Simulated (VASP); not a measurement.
# Mg3H (P6_3/mmc) in VASP: further runs

Mg3H is run at these levels: PBE; tasks: relaxation of cell and atoms.

All numbers are computed with VASP 6.6.1; they aren't measurements. Logs are shortened: lines on timing, memory, paths and dates and some standing lists are left out, and cuts for length are marked.

## 1. The cell of the first run

The structure is hexagonal, space group P6_3/mmc (No. 194). The conventional cell has a = 5.657 Å, b = 5.657 Å, c = 4.541 Å, α = 90.00°, β = 90.00°, γ = 120.00°. Within 3.7 Å of Mg (site symmetry mm2) lie 4 H at 2.79 to 2.83 Å and 8 Mg at 2.80 to 2.83 Å. Within 3.7 Å of H (site symmetry -6m2) lie 12 Mg at 2.79 to 2.83 Å.

## 2. Relaxation of cell and atoms, PBE

Input file INCAR:

```
  PREC = Accurate
  ENCUT = 600
  EDIFF = 1E-6
  ISMEAR = 0
  SIGMA = 0.1
  LREAL = False
  LASPH = True
  NELM = 80
  ALGO = Normal
  ISIF = 3
  LWAVE = False
  LCHARG = False
  GGA = PE
  IBRION = 2
  NSW = 90
  EDIFFG = -0.04
```

Input file KPOINTS:

```
Automatic mesh
0
Gamma
  6 6 4
```

Input file POSCAR:

```
Mg3H
1.0
    5.6569338360      0.0000000000      0.0000000000
   -2.8284669180      4.8990484095      0.0000000000
    0.0000000000      0.0000000000      4.5405622248
Mg H
6 2
Direct
    0.8330000000      0.6660000000      0.2500000000
    0.1670000000      0.8330000000      0.7500000000
    0.3340000000      0.1670000000      0.2500000000
    0.1670000000      0.3340000000      0.7500000000
    0.8330000000      0.1670000000      0.2500000000
    0.6660000000      0.8330000000      0.7500000000
    0.3333333333      0.6666666667      0.2500000000
    0.6666666667      0.3333333333      0.7500000000
```

Potentials or basis: VASP PAW PBE potentials, release 64 (Mg, H).

Command:

```bash
$ cat potpaw_PBE.64/Mg/POTCAR potpaw_PBE.64/H/POTCAR > POTCAR
$ mpirun -np 1 vasp_std > vasp.out
```

OUTCAR:

```text
PREC = Accurate
   ENCUT = 600
   EDIFF = 1E-6
   ISMEAR = 0
   LREAL = False
   LASPH = True
   NELM = 80
   ISIF = 3
   GGA = PE
   IBRION = 2
   NSW = 90
   EDIFFG = -0.04

 ion  position               nearest neighbor table
   1  0.833  0.666  0.250-   2 2.80   6 2.80   2 2.80   6 2.80   5 2.82   3 2.82   3 2.83   5 2.83

   2  0.167  0.833  0.750-   3 2.80   3 2.80   1 2.80   1 2.80   4 2.82   6 2.82   4 2.83   6 2.83

   3  0.334  0.167  0.250-   2 2.80   2 2.80   4 2.80   4 2.80   1 2.82   5 2.82   1 2.83   5 2.83

   4  0.167  0.334  0.750-   3 2.80   5 2.80   3 2.80   5 2.80   2 2.82   6 2.82   2 2.83   6 2.83

   5  0.833  0.167  0.250-   6 2.80   6 2.80   4 2.80   4 2.80   1 2.82   3 2.82   1 2.83   3 2.83

   6  0.666  0.833  0.750-   5 2.80   5 2.80   1 2.80   1 2.80   4 2.82   2 2.82   4 2.83   2 2.83

   7  0.333  0.667  0.250-
   8  0.667  0.333  0.750-

  LATTYP: Found a hexagonal cell.
 ALAT       =     5.6569338360
 C/A-ratio  =     0.8026542923

  Lattice vectors:

 A1 = (   5.6569338360,   0.0000000000,   0.0000000000)
 A2 = (  -2.8284669180,   4.8990484095,   0.0000000000)
 A3 = (   0.0000000000,   0.0000000000,   4.5405622248)

Analysis of symmetry for initial positions (statically):
=====================================================================
 Subroutine PRICEL returns:
 Original cell was already a primitive cell.

 Routine SETGRP: Setting up the symmetry group for a
 hexagonal supercell.

 Subroutine GETGRP returns: Found 24 space group operations
 (whereof 12 operations were pure point group operations)
 out of a pool of 24 trial point group operations.

The static configuration has the point symmetry D_3d.
 The point group associated with its full space group is D_6h.

Analysis of symmetry for dynamics (positions and initial velocities):
=====================================================================
 Subroutine PRICEL returns:
 Original cell was already a primitive cell.

 Routine SETGRP: Setting up the symmetry group for a
 hexagonal supercell.

 Subroutine GETGRP returns: Found 24 space group operations
 (whereof 12 operations were pure point group operations)
 out of a pool of 24 trial point group operations.

The dynamic configuration has the point symmetry D_3d.
 The point group associated with its full space group is D_6h.

 Subroutine INISYM returns: Found 24 space group operations
 (whereof 12 operations are pure point group operations),
 and found     1 'primitive' translations

[... 109 lines left out ...]
   ISYM   =      2    0-nonsym 1-usesym 2-fastsym
   POTIM  = 0.5000    time-step for ionic-motion
   TEBEG  =    0.0;   TEEND  =   0.0 temperature during run
   PSTRESS=    0.0 pullay stress
   NELECT =      14.0000    total number of electrons
   NUPDOWN=      -1.0000    fix difference up-down
   EMIN   =  10.00;   EMAX   =-10.00  energy-range for DOS
   EFERMI =   0.00;   METHOD = LEGACY
   ISMEAR =     0;   SIGMA  =   0.10  broadening in eV -4-tet -1-fermi 0-gaus
   EFERMI_NEDOS =   21; number of points for ismear=-14 and -15
   IALGO  =     38    algorithm
   IMIX   =      4    mixing-type and parameters
     AMIX     =   0.40;   BMIX     =  1.00
     AMIX_MAG =   1.60;   BMIX_MAG =  1.00
  volume/ion in A,a.u.               =      15.73       106.15
  Fermi-wavevector in a.u.,A,eV,Ry     =   0.787378  1.487929  8.435127  0.619964
  Thomas-Fermi vector in A             =   1.892106
   LORBIT       =      0    0 simple, 1 ext, 2 COOP (PROOUT), +10 PAW based schemes
   GGA     = PE    functional components
   LHFCALC =     F    Hartree Fock is set to
   AEXX    =    0.0000 exact exchange contribution
   IVDW    =     0    specifies the selected vdW correction
   LEPSILON=     F    determine dielectric tensor
   LRPA    =     F    only Hartree local field effects (RPA)
 conjugate gradient relaxation of ions
 non-spin polarized calculation
 Gauss-broadening in eV      SIGMA  =   0.10
  energy-cutoff  :      600.00
  volume of cell :      125.84
 maximum number of plane-waves:      4255
 NGX is ok and might be reduce to    48
   NGX = 23   NGY = 23   NGZ = 19

--------------------------------------- Ionic step        1  -------------------------------------------

 number of electron      14.0000001 magnetization

 Free energy of the ion-electron system (eV)
  ---------------------------------------------------
  ext. energy  EPLUGINS =         0.00000000
  ---------------------------------------------------
  free energy    TOTEN  =       -10.91383474 eV

  energy without entropy =      -10.89823156  energy(sigma->0) =      -10.90603315

------------------------ aborting loop because EDIFF is reached ----------------------------------------

  FORCE on cell =-STRESS in cart. coord.  units (eV):
  Direction    XX          YY          ZZ          XY          YZ          ZX
  --------------------------------------------------------------------------------------
  -------------------------------------------------------------------------------------
  Total        6.9818043      6.9818043     12.0470815      0.0000000     -0.0000000      0.0000000
  in kB       88.8946848     88.8946848    153.3875000      0.0000000     -0.0000000      0.0000000
  external PRESSURE =     110.3922899 kB  Pullay stress =       0.0000000 kB
[... 107 lines left out ...]
  FREE ENERGIE OF THE ION-ELECTRON SYSTEM (eV)
  ---------------------------------------------------
  free  energy   TOTEN  =       -11.9597130510 eV

  energy  without entropy=      -11.9414655577  energy(sigma->0) =      -11.95058930

[... ionic steps 4 to 7 ...]

--------------------------------------- Ionic step        8  -------------------------------------------

 number of electron      14.0000000 magnetization

------------------------ aborting loop because EDIFF is reached ----------------------------------------
[... 79 lines left out ...]
--------------------------------------- Ionic step       10  -------------------------------------------

 number of electron      14.0000000 magnetization

 Free energy of the ion-electron system (eV)
  ---------------------------------------------------
  ext. energy  EPLUGINS =         0.00000000
  ---------------------------------------------------
  free energy    TOTEN  =       -12.05747559 eV

  energy without entropy =      -12.05422737  energy(sigma->0) =      -12.05585148

 E-fermi :   1.9633     XC(G=0):  -8.2703

 val. band max:        1.7685113164   @ k =   0.3333   0.3333   0.0000
 cond. band min:       2.0130126321   @ k =   0.3333   0.0000   0.0000
 fundamental gap:      0.2445013157
 Fermi energy:         1.9632520347

 k-point     1 :       0.0000    0.0000    0.0000
  band No.  band energies     occupation
      1      -4.9358      2.00000
      2      -0.8769      2.00000
      3      -0.2707      2.00000
      4       0.5342      2.00000
      5       0.6087      2.00000
      6       0.9988      2.00000
      7       0.9988      2.00000
      8       1.3692      2.00000
      9       1.3692      2.00000
     10       3.0548      0.00000
     11       4.1406      0.00000
     12       5.4536      0.00000
[... 333 lines left out ...]
  FREE ENERGIE OF THE ION-ELECTRON SYSTEM (eV)
  ---------------------------------------------------
  free  energy   TOTEN  =       -12.0574755870 eV

  energy  without entropy=      -12.0542273681  energy(sigma->0) =      -12.05585148

 reached required accuracy - stopping structural energy minimisation
```

CONTCAR:

```text
Mg3H
   1.00000000000000
     5.8962851349606771   -0.0000000000000000    0.0000000000000000
    -2.9481425674803385    5.1063327148283104    0.0000000000000000
    -0.0000000000000000   -0.0000000000000000    5.2697046582370790
  Mg              H
     6     2
Direct
     0.8308494099822100    0.6616988199644200    0.2500000000000000
     0.1691505900177897    0.8308494099822100    0.7500000000000000
     0.3383011800355797    0.1691505900177900    0.2500000000000000
     0.1691505900177900    0.3383011800355799    0.7500000000000000
     0.8308494099822101    0.1691505900177900    0.2500000000000000
     0.6616988199644204    0.8308494099822100    0.7500000000000000
     0.3333333332999970    0.6666666667000030    0.2500000000000000
     0.6666666667000030    0.3333333332999970    0.7500000000000000

  0.00000000E+00  0.00000000E+00  0.00000000E+00
  0.00000000E+00  0.00000000E+00  0.00000000E+00
  0.00000000E+00  0.00000000E+00  0.00000000E+00
  0.00000000E+00  0.00000000E+00  0.00000000E+00
  0.00000000E+00  0.00000000E+00  0.00000000E+00
  0.00000000E+00  0.00000000E+00  0.00000000E+00
  0.00000000E+00  0.00000000E+00  0.00000000E+00
  0.00000000E+00  0.00000000E+00  0.00000000E+00
```

Run time: 6.4 min. Hardware: 1 thread of AMD EPYC 7R43 (Zen 3), shared host; peak memory 0.25 GiB.

Results:

```
Free energy                            : -12.0575 eV
Relaxed volume                         : 19.83 Å³/atom
Relaxed cell                           : a = 5.896 Å, b = 5.896 Å, c = 5.270 Å, α = 90.00°, β = 90.00°, γ = 120.00°
Space group after relaxing (to 0.05 Å) : P6_3/mmc (No. 194)
Energy gained by relaxing              : 143.0 meV/atom
Ionic steps                            : 10
Pressure after relaxing                : 0.0 GPa
Largest force after relaxing           : 0.017 eV/Å
Band gap on the k mesh                 : zero (band 7 reaches 3.27 eV, above the bottom of band 8 at 1.10 eV)
```

Forces on the atoms (eV/Å):
```
Mg   0.000  0.017  0.000
Mg  -0.015  0.008  0.000
Mg  -0.015 -0.008  0.000
Mg   0.000 -0.017  0.000
Mg   0.015 -0.008  0.000
Mg   0.015  0.008  0.000
H    0.000  0.000  0.000
H    0.000  0.000  0.000
```

The path:
```tsv
step	energy change (eV)	largest force (eV/Å)	pressure (GPa)	volume (Å³)
1	0.0000	0.5981	11.04	125.84
2	-0.9466	0.0406	2.54	146.58
3	-1.0459	0.0862	0.44	155.30
4	-1.0532	0.1214	-0.19	158.46
5	-1.0531	0.1286	-0.32	159.16
6	-1.0986	0.1204	-0.25	159.08
7	-1.1293	0.0629	0.17	158.53
8	-1.1410	0.0958	-0.04	158.79
9	-1.1412	0.0927	-0.02	158.76
10	-1.1436	0.0168	0.00	158.66
```

Final structure:
```
Mg H
1.0
     5.89629    0.00000    0.00000
    -2.94814    5.10633    0.00000
     0.00000    0.00000    5.26970
Mg H
6 2
Direct
  0.83085 0.66170 0.25000
  0.16915 0.83085 0.75000
  0.33830 0.16915 0.25000
  0.16915 0.33830 0.75000
  0.83085 0.16915 0.25000
  0.66170 0.83085 0.75000
  0.33333 0.66667 0.25000
  0.66667 0.33333 0.75000
```

Caveat: the volume moved by over 15 % at a fixed basis, so the end points are rough.

## 3. Relaxation of cell and atoms, PBE

This run uses another cell than the first one, of 19.78 Å³/atom, 1.257 times its volume.

Input file INCAR:

```
SYSTEM = Mg3H
  PREC = Accurate
  ENCUT = 600
  EDIFF = 1E-6
  ISMEAR = 0
  SIGMA = 0.1
  LREAL = .False.
  LASPH = .True.
  NELM = 60
  ALGO = Normal
  ISIF = 3
  LWAVE = .False.
  LCHARG = .False.
  GGA = PE
  IBRION = 2
  NSW = 100
  EDIFFG = -0.01
```

Input file KPOINTS:

```
regular mesh
0
Gamma
  6 6 8
  0 0 0
```

Input file POSCAR:

```
Mg3H
1.0
    5.8965056638      0.0000000000      0.0000000000
   -2.9482528319      5.1065236984      0.0000000000
    0.0000000000      0.0000000000      5.2545872692
Mg H
6 2
Direct
    0.8310188846      0.6620377692      0.2500000000
    0.1689811154      0.8310188846      0.7500000000
    0.3379622308      0.1689811154      0.2500000000
    0.1689811154      0.3379622308      0.7500000000
    0.8310188846      0.1689811154      0.2500000000
    0.6620377692      0.8310188846      0.7500000000
    0.3333333333      0.6666666667      0.2500000000
    0.6666666667      0.3333333333      0.7500000000
```

Potentials or basis: VASP PAW PBE potentials, release 64 (Mg, H).

Command:

```bash
$ cat potpaw_PBE.64/Mg/POTCAR potpaw_PBE.64/H/POTCAR > POTCAR
$ mpirun -np 1 vasp_std > vasp.out
```

OUTCAR:

```text
SYSTEM = Mg3H
   PREC = Accurate
   ENCUT = 600
   EDIFF = 1E-6
   ISMEAR = 0
   LREAL = .False.
   LASPH = .True.
   NELM = 60
   ISIF = 3
   GGA = PE
   IBRION = 2
   NSW = 100
   EDIFFG = -0.01

 ion  position               nearest neighbor table
   1  0.831  0.662  0.250-   3 2.91   5 2.91   3 2.99   5 2.99   2 3.14   6 3.14   2 3.14   6 3.14

   2  0.169  0.831  0.750-   4 2.91   6 2.91   4 2.99   6 2.99   3 3.14   3 3.14   1 3.14   1 3.14

   3  0.338  0.169  0.250-   1 2.91   5 2.91   1 2.99   5 2.99   2 3.14   2 3.14   4 3.14   4 3.14

   4  0.169  0.338  0.750-   2 2.91   6 2.91   2 2.99   6 2.99   3 3.14   5 3.14   5 3.14   3 3.14

   5  0.831  0.169  0.250-   1 2.91   3 2.91   1 2.99   3 2.99   6 3.14   6 3.14   4 3.14   4 3.14

   6  0.662  0.831  0.750-   4 2.91   2 2.91   4 2.99   2 2.99   5 3.14   5 3.14   1 3.14   1 3.14

   7  0.333  0.667  0.250-
   8  0.667  0.333  0.750-

[... 298 lines left out ...]
 fundamental gap:      0.0724251916
 Fermi energy:         1.9140221683

 k-point     1 :       0.0000    0.0000    0.0000
  band No.  band energies     occupation
      1      -4.9362      2.00000
      2      -0.8767      2.00000
      3      -0.2935      2.00000
      4       0.5468      2.00000
      5       0.6214      2.00000
      6       0.9597      2.00000
      7       0.9597      2.00000
      8       1.3427      2.00000
      9       1.3427      2.00000
     10       3.0600      0.00000
     11       4.1474      0.00000
     12       5.4312      0.00000
[... 331 lines left out ...]
 k-point    24 :       0.3333   -0.0000    0.3750
  band No.  band energies     occupation
      1      -3.5786      2.00000
      2      -2.3544      2.00000
      3      -1.7011      2.00000
      4      -0.7344      2.00000
      5      -0.0552      2.00000
      6       0.6556      2.00000
      7       0.8338      2.00000
      8       1.9444      0.66701
      9       3.1948      0.00000
     10       4.0043      0.00000
     11       4.2875      0.00000
     12       5.4150      0.00000

 [... further k-points ...]
[... 5 lines left out ...]
  --------------------------------------------------------------------------------------
  -------------------------------------------------------------------------------------
  Total        0.0024762      0.0024762     -0.0132034      0.0000000      0.0000000      0.0000000
  in kB        0.0249327      0.0249327     -0.1329458      0.0000000      0.0000000      0.0000000
  external PRESSURE =      -0.0276935 kB  Pullay stress =       0.0000000 kB
[... 23 lines left out ...]
  FREE ENERGIE OF THE ION-ELECTRON SYSTEM (eV)
  ---------------------------------------------------
  free  energy   TOTEN  =       -12.0105035007 eV

  energy  without entropy=      -11.9996263214  energy(sigma->0) =      -12.00506491

 reached required accuracy - stopping structural energy minimisation
```

OSZICAR:

```text
N       E                     dE             d eps       ncg     rms          rms(c)
DAV:   1     0.138021315031E+02    0.13802E+02   -0.46879E+03   840   0.958E+02
DAV:   2    -0.110341434665E+02   -0.24836E+02   -0.23123E+02  1068   0.887E+01
DAV:   3    -0.126155882883E+02   -0.15814E+01   -0.15112E+01  1076   0.218E+01
DAV:   4    -0.126404585278E+02   -0.24870E-01   -0.24773E-01   976   0.273E+00
[... 18 lines left out ...]
       N       E                     dE             d eps       ncg     rms          rms(c)
DAV:   1    -0.120105115085E+02   -0.12086E-03   -0.10261E-03   944   0.211E-01    0.160E-02
DAV:   2    -0.120105066396E+02    0.48689E-05   -0.23183E-05   944   0.319E-02    0.868E-03
DAV:   3    -0.120105039370E+02    0.27026E-05   -0.44447E-06   952   0.102E-02    0.211E-03
DAV:   4    -0.120105035007E+02    0.43637E-06   -0.40649E-07   460   0.444E-03
   3 F= -.12010504E+02 E0= -.12005065E+02  d E =-.657909E-03
```

CONTCAR:

```text
Mg3H
   1.00000000000000
     5.9114044957304825    0.0000000000000000    0.0000000000000000
    -2.9557022478652413    5.1194264653384396    0.0000000000000000
     0.0000000000000000    0.0000000000000000    5.2578736101964285
  Mg              H
     6     2
Direct
     0.8311036169388855    0.6622072338777710    0.2500000000000000
     0.1688963830611145    0.8311036169388855    0.7500000000000000
     0.3377927661222289    0.1688963830611145    0.2500000000000000
     0.1688963830611145    0.3377927661222289    0.7500000000000000
     0.8311036169388855    0.1688963830611145    0.2500000000000000
     0.6622072338777710    0.8311036169388855    0.7500000000000000
     0.3333333332999970    0.6666666667000030    0.2500000000000000
     0.6666666667000030    0.3333333332999970    0.7500000000000000

  0.00000000E+00  0.00000000E+00  0.00000000E+00
  0.00000000E+00  0.00000000E+00  0.00000000E+00
  0.00000000E+00  0.00000000E+00  0.00000000E+00
  0.00000000E+00  0.00000000E+00  0.00000000E+00
  0.00000000E+00  0.00000000E+00  0.00000000E+00
  0.00000000E+00  0.00000000E+00  0.00000000E+00
  0.00000000E+00  0.00000000E+00  0.00000000E+00
  0.00000000E+00  0.00000000E+00  0.00000000E+00
```

Run time: 2.1 min. Hardware: 1 thread of Intel Xeon Platinum 8259CL at 2.50GHz (Skylake/Cascade Lake), shared host; peak memory 0.35 GiB.

What came out:

* Free energy: -12.0105 eV
* Relaxed volume: 19.89 Å³/atom
* Relaxed cell: a = 5.911 Å, b = 5.911 Å, c = 5.258 Å, α = 90.00°, β = 90.00°, γ = 120.00°
* Space group after relaxing (to 0.05 Å): P6_3/mmc (No. 194)
* Energy gained by relaxing: 0.1 meV/atom
* Ionic steps: 3
* Pressure after relaxing: 0.0 GPa
* Band gap on the k mesh: zero (band 7 reaches 3.23 eV, above the bottom of band 8 at 1.08 eV)

Step by step:
| step | energy change (eV) | largest force (eV/Å) | pressure (GPa) | volume (Å³) |
| --- | --- | --- | --- | --- |
| 1 | 0.0000 | 0.0105 | 0.19 | 158.22 |
| 2 | -0.0005 | 0.0045 | 0.08 | 158.74 |
| 3 | -0.0007 | 0.0006 | 0.00 | 159.12 |

Final structure:
```
CELL_PARAMETERS angstrom
5.91140 0.00000 0.00000
-2.95570 5.11943 0.00000
0.00000 0.00000 5.25787
ATOMIC_POSITIONS crystal
Mg 0.83110 0.66221 0.25000
Mg 0.16890 0.83110 0.75000
Mg 0.33779 0.16890 0.25000
Mg 0.16890 0.33779 0.75000
Mg 0.83110 0.16890 0.25000
Mg 0.66221 0.83110 0.75000
H 0.33333 0.66667 0.25000
H 0.66667 0.33333 0.75000
```
